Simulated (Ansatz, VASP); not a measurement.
Given: the input of a run of Ansatz 0.2.0 on Rb3Pt.

The input input.yaml:

```yaml
crystal:
  lattice:
    - [5.6066367918, 0.0, 0.0]
    - [0.0, 5.6066367918, 0.0]
    - [0.0, 0.0, 5.6066367918]
  atoms:
    - { symbol: Pt, position: [0.5, 0.5, 0.5] }
    - { symbol: Rb, position: [0.5, 0.0, 0.0] }
    - { symbol: Rb, position: [0.0, 0.5, 0.0] }
    - { symbol: Rb, position: [0.0, 0.0, 0.5] }
hamiltonian:
  xc: pbe
  pseudopotentials: { kind: paw }
kpoints:
  mp_grid: { grid: [5, 5, 5] }
scf:
  occupations: { method: fermi_dirac, width: 0.05 }
output:
  forces: true
  stress: true
  eigenvalues: true
```

Potentials or basis: Ansatz PAW.

Command:

```sh
$ ansatz run input.yaml --threads 2 --pin off --max-ram 5120MiB --backend cpu --events-out ev --progress --plain --runs-dir out
```

**Question.** Set up the same calculation for VASP 6.6.1. Potentials there: VASP PAW PBE potentials, release 64 (Pt, Rb_sv).

**Answer.** As run (the cutoff follows the program's own potentials):

INCAR

```
SYSTEM = Rb3Pt
PREC = Accurate
ENCUT = 520
EDIFF = 1E-6
ISMEAR = -1
SIGMA = 0.05
LREAL = .FALSE.
LASPH = .TRUE.
NELM = 60
ALGO = Normal
ISIF = 2
LWAVE = .FALSE.
LCHARG = .FALSE.
GGA = PE
NBANDS = 26
```

The input KPOINTS:

```
Automatic mesh
0
G
  5 5 5
  0 0 0
```

POSCAR

```
Rb3Pt
1.0
    5.6066367918      0.0000000000      0.0000000000
    0.0000000000      5.6066367918      0.0000000000
    0.0000000000      0.0000000000      5.6066367918
Pt Rb
1 3
Direct
    0.5000000000      0.5000000000      0.5000000000
    0.5000000000      0.0000000000      0.0000000000
    0.0000000000      0.5000000000      0.0000000000
    0.0000000000      0.0000000000      0.5000000000
```

Potentials or basis: VASP PAW PBE potentials, release 64 (Pt, Rb_sv).

Launch:

```sh
$ cat potpaw_PBE.64/Pt/POTCAR potpaw_PBE.64/Rb_sv/POTCAR > POTCAR
$ mpirun -np 1 vasp_std > vasp.out
```

Both were run:

|  | VASP | Ansatz | Ansatz less VASP |
| --- | --- | --- | --- |
| gap on the k mesh at the Fermi level (eV) | none | none | - |
| pressure (GPa) | -0.6 | -0.6 | -0.01 |

A gap of «none» marks a metal or a gap that the smearing closes. With one functional, cell and mesh, what is left measures potentials, basis and numerics. VASP's potentials hold 37 valence electrons a cell and Ansatz's 45, so a difference there can come from the potentials and not from the codes.

Neither program's run includes spin-orbit coupling.
